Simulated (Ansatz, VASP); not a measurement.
## Two plane-wave programs on HfN

POSCAR

```
HfN
1.0
    0.0000000000      2.4871259940      2.4871259940
    2.4871259940      0.0000000000      2.4871259940
    2.4871259940      2.4871259940      0.0000000000
Hf N
1 1
Direct
    0.0000000000      0.0000000000      0.0000000000
    0.2500000000      0.2500000000      0.2500000000
```

Contents of INCAR.step1:

```
SYSTEM = HfN
PREC     = Accurate       ! precision mode
ENCUT    = 520            ! plane-wave cutoff, eV
ISMEAR   = -1             ! smearing method
SIGMA    = 0.05           ! smearing width, eV
LREAL    = .False.        ! projectors in reciprocal space
LASPH    = .True.         ! aspherical terms in the spheres
NELM     = 80             ! most SCF steps
NBANDS   = 14             ! bands
GGA      = PE             ! functional
ALGO     = Normal         ! electronic algorithm
EDIFF    = 1E-4           ! SCF threshold, eV
LWAVE    = .True.         ! write WAVECAR
LCHARG   = .False.        ! write CHGCAR
```

INCAR.step2

```
SYSTEM = HfN
PREC     = Accurate       ! precision mode
ENCUT    = 520            ! plane-wave cutoff, eV
EDIFF    = 1E-6           ! SCF threshold, eV
ISMEAR   = -1             ! smearing method
SIGMA    = 0.05           ! smearing width, eV
LREAL    = .False.        ! projectors in reciprocal space
LASPH    = .True.         ! aspherical terms in the spheres
NELM     = 80             ! most SCF steps
ALGO     = Normal         ! electronic algorithm
ISIF     = 2              ! what is computed and relaxed
LWAVE    = .False.        ! write WAVECAR
LCHARG   = .True.         ! write CHGCAR
METAGGA  = R2SCAN         ! meta-GGA
LMIXTAU  = .True.       
LELF     = .True.         ! ELF
LVHAR    = .True.       
NBANDS   = 14             ! bands
ISTART   = 1
```

Contents of KPOINTS:

```
regular mesh
0
Gamma
  9 9 9
  0 0 0
```

File input.yaml:

```yaml
crystal:
  lattice:
    - [0.0, 2.487125994, 2.487125994]
    - [2.487125994, 0.0, 2.487125994]
    - [2.487125994, 2.487125994, 0.0]
  atoms:
    - { symbol: Hf, position: [0.0, 0.0, 0.0] }
    - { symbol: "N", position: [0.25, 0.25, 0.25] }
hamiltonian:
  xc: r2scan
  pseudopotentials: { kind: paw }
kpoints:
  mp_grid: { grid: [9, 9, 9] }
scf:
  occupations: { method: fermi_dirac, width: 0.05 }
output:
  forces: true
  stress: true
  eigenvalues: true
  write_density: true
  write_potential: true
  elf: true
  volumetric_format: npy
```

Alike in both runs: task single point; functional r2SCAN; k mesh 9 × 9 × 9; occupations fermi-dirac, width 0.05 eV; no spin polarisation.

```csv
,VASP,Ansatz
version,VASP 6.6.1,Ansatz 0.2.0
potentials or method,"VASP PAW PBE potentials, release 64 (Hf_pv, N)",Ansatz PAW
plane-wave cutoff (eV),520,500
valence electrons in the cell,15,31
```

VASP gave:

| Quantity | Value |
| --- | --- |
| gap on the k mesh at the Fermi level (eV) | none |
| pressure (GPa) | -10.6 |

**Question.** Estimate Ansatz's values.

**Answer.** gap on the k mesh at the Fermi level (eV): none; pressure (GPa): -9.2.

VASP's potentials were made for PBE, not for r2SCAN. A gap of «none» marks a metal or a gap that the smearing closes. With one functional, cell and mesh, what is left measures potentials, basis and numerics. VASP's potentials hold 15 valence electrons a cell and Ansatz's 31, so a difference there can come from the potentials and not from the codes.

Neither program's run includes spin-orbit coupling.
